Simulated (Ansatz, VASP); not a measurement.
**Al3GaAs4: VASP beside Ansatz**

```
Al Ga As
1.0
     5.89926   -0.03315   -0.02312
    -0.03315    5.74553   -0.06231
    -0.02312   -0.06231    5.73686
Al Ga As
3 1 4
Direct
  0.99435 0.50607 0.48020
  0.49542 0.49770 0.99081
  0.46767 0.03966 0.47006
  0.01550 0.01669 0.02213
  0.75681 0.71789 0.24640
  0.73348 0.20180 0.74036
  0.24082 0.77546 0.79779
  0.29596 0.24473 0.25224
```

Change from the starting cell: cell x1, atoms moved at random (sigma 0.15 Å) and cell strained at random (1.5 %), then relaxed without symmetry.

Alike in both runs: task relaxation of cell and atoms; functional PBE; k mesh 2 × 2 × 2; occupations gaussian, width 0.1 eV; no spin polarisation.

|  | VASP | Ansatz |
| --- | --- | --- |
| version | VASP 6.6.1 | Ansatz 0.2.0 |
| potentials or method | VASP PAW PBE potentials, release 64 (Al, Ga_d, As), cutoff 600 eV | scalar-relativistic, plane waves, PAW |
| valence electrons in the cell | 42 | 82 |

|  | VASP | Ansatz | Ansatz less VASP |
| --- | --- | --- | --- |
| gap on the k mesh at the Fermi level, each at its own relaxed structure (eV) | 0.99 | 1.00 | +0.010 |
| relaxed volume (Å³/atom) | 23.67 | 23.58 | -0.088 |
| relaxed cell length with the largest relative difference (Å) | 5.739 | 5.729 | -0.0096 |

VASP's potentials hold 42 valence electrons a cell and Ansatz's 82, so a difference there can come from the potentials and not from the codes.

The k mesh is coarse, so the values compare programs but aren't converged.
